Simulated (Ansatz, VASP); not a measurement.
**One calculation of KBr, two programs**

INCAR

```
  PREC = Accurate
  ENCUT = 520
  EDIFF = 1E-6
  ISMEAR = 0
  SIGMA = 0.02
  LREAL = False
  LASPH = True
  NELM = 80
  ALGO = Normal
  ISIF = 2
  LWAVE = False
  LCHARG = True
  GGA = PE
  LELF = True
  LVHAR = True
  NBANDS = 15
```

The input KPOINTS:

```
Automatic mesh
0
Gamma
  6 6 6
```

File POSCAR:

```
KBr
1.0
    4.1349225124      0.0808699800      0.0808699800
    0.0808699800      4.1349225124      0.0808699800
    0.0808699800      0.0808699800      4.1349225124
K Br
1 1
Direct
    0.0214177227      0.0214177227      0.0214177227
    0.4785822773      0.4785822773      0.4785822773
```

Input for Ansatz:

```yaml
crystal:
  lattice:
    - [4.1349225124, 0.08086998, 0.08086998]
    - [0.08086998, 4.1349225124, 0.08086998]
    - [0.08086998, 0.08086998, 4.1349225124]
  atoms:
    - { symbol: K, position: [0.0214177227, 0.0214177227, 0.0214177227] }
    - { symbol: Br, position: [0.4785822773, 0.4785822773, 0.4785822773] }
basis:
  ecutwfc: 420
kpoints:
  mp_grid: { grid: [6, 6, 6] }
hamiltonian:
  xc: pbe
scf:
  occupations: { method: gaussian, width: 0.02 }
output:
  forces: true
  stress: true
  eigenvalues: true
  populations: true
```

Alike in both runs: task single point; functional PBE; k mesh 6 × 6 × 6; occupations gaussian, width 0.02 eV; no spin polarisation.

|  | VASP | Ansatz |
| --- | --- | --- |
| version | VASP 6.6.1 | Ansatz 0.2.0 |
| potentials or method | VASP PAW PBE potentials, release 64 (K_sv, Br), cutoff 520 eV | scalar-relativistic, plane waves, PAW |
| valence electrons in the cell | 16 | 16 |

|  | VASP | Ansatz | Ansatz less VASP |
| --- | --- | --- | --- |
| gap on the k mesh at the Fermi level (eV) | 3.73 | 3.74 | +0.002 |
| least direct gap on the mesh (eV) | 3.89 | 3.89 | +0.002 |
| pressure (GPa) | -0.6 | -0.6 | +0.01 |
| traceless stress, the component that is largest in VASP (GPa) | 0.11 | 0.12 | +0.001 |
| rms of the force components (eV/Å) | 0.041 | 0.039 | -0.0013 |

Atom by atom the forces differ by 0.001 eV/Å (rms over components).
